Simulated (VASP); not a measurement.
Here is a VASP 6.6.1 calculation.

File INCAR:

```
SYSTEM = MoS2
  ALGO = Normal
  EDIFF = 1E-6
  ENCUT = 520
  GGA = PE
  ISIF = 2
  ISMEAR = 1
  LASPH = .True.
  LCHARG = .False.
  LREAL = .False.
  LWAVE = .False.
  NBANDS = 20
  NELM = 60
  PREC = Accurate
  SIGMA = 0.1
```

KPOINTS

```
k-points
0
Gamma
  11 11 11
  0 0 0
```

The input POSCAR:

```
MoS2
1.0
    1.5366903454      0.8872081709      5.9814212812
   -1.5366903454      0.8872081709      5.9814212812
    0.0000000000     -1.7744173145      5.9814212812
Mo S
1 2
Direct
    0.0000000000      0.0000000000      0.0000000000
    0.2500000000      0.2500000000      0.2500000000
    0.4170000000      0.4170000000      0.4170000000
```

Potentials or basis: VASP PAW PBE potentials, release 64 (Mo_sv, S).

Command:

```sh
$ cat potpaw_PBE.64/Mo_sv/POTCAR potpaw_PBE.64/S/POTCAR > POTCAR
$ mpirun -np 1 vasp_std > vasp.out
```

What does it give for the pressure?

21.5 GPa.

What does it give for the largest force?

2.112 eV/Å.

Forces on the atoms (eV/Å):
```
Mo   0.000  0.000  0.103
S    0.000  0.000 -2.112
S    0.000  0.000  2.008
```

Caveat: the cell stands under pressure; forces of over 1 eV/Å act on the atoms, so gaps and moduli don't describe the material at rest.
